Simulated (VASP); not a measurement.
Crystal: PbSe (lda).

```
CELL_PARAMETERS angstrom
0.00000 3.06065 3.06065
3.06065 0.00000 3.06065
3.06065 3.06065 0.00000
ATOMIC_POSITIONS crystal
Pb 0.00000 0.00000 0.00000
Se 0.50000 0.50000 0.50000
```

| Item | Value |
| --- | --- |
| Program | VASP 6.6.1 |
| Task | relaxation of cell and atoms |
| Functional | LDA |
| Potentials or basis | VASP PAW LDA potentials, release 64 (Pb_d, Se) |
| Cutoff | 500 eV |
| k mesh | 10 × 10 × 10 |
| Occupations | gaussian, width 0.01 eV |
| Spin | no spin polarisation |

At the start: pressure -2.0 GPa; volume 28.67 Å³/atom.

**Question.** How do energy, volume and symmetry change on relaxing?

**Answer.** Over 17 steps the energy falls by 6.7 meV/atom and the volume is 27.63 Å³/atom (-3.6 %); space group Fm-3m (No. 225, to 0.05 Å).

The path:
```csv
step,energy change (eV),largest force (eV/Å),pressure (GPa),volume (Å³)
1,0.0000,0.0000,-1.99,57.34
2,-0.0112,0.0000,0.82,54.44
3,-0.0133,0.0000,0.02,55.24
4,-0.0133,0.0000,-0.02,55.28
5,-0.0133,0.0000,-0.02,55.28
6,-0.0133,0.0000,-0.02,55.28
7,-0.0133,0.0000,-0.02,55.28
8,-0.0133,0.0000,-0.02,55.28
9,-0.0133,0.0000,-0.02,55.28
10,-0.0133,0.0000,-0.02,55.28
11,-0.0133,0.0000,-0.02,55.28
12,-0.0133,0.0000,-0.02,55.28
13,-0.0133,0.0000,-0.02,55.28
14,-0.0133,0.0000,-0.02,55.28
15,-0.0133,0.0000,-0.02,55.28
16,-0.0133,0.0000,-0.02,55.27
17,-0.0133,0.0000,-0.01,55.26
```

Final structure:
```cif
data_structure
_symmetry_space_group_name_H-M 'P 1'
_symmetry_Int_Tables_number 1
_cell_length_a 4.2755
_cell_length_b 4.2755
_cell_length_c 4.2755
_cell_angle_alpha 60.000
_cell_angle_beta 60.000
_cell_angle_gamma 60.000
_cell_volume 55.26
loop_
_atom_site_label
_atom_site_type_symbol
_atom_site_fract_x
_atom_site_fract_y
_atom_site_fract_z
_atom_site_occupancy
Pb1 Pb 0.00000 0.00000 0.00000 1
Se1 Se 0.50000 0.50000 0.50000 1
```
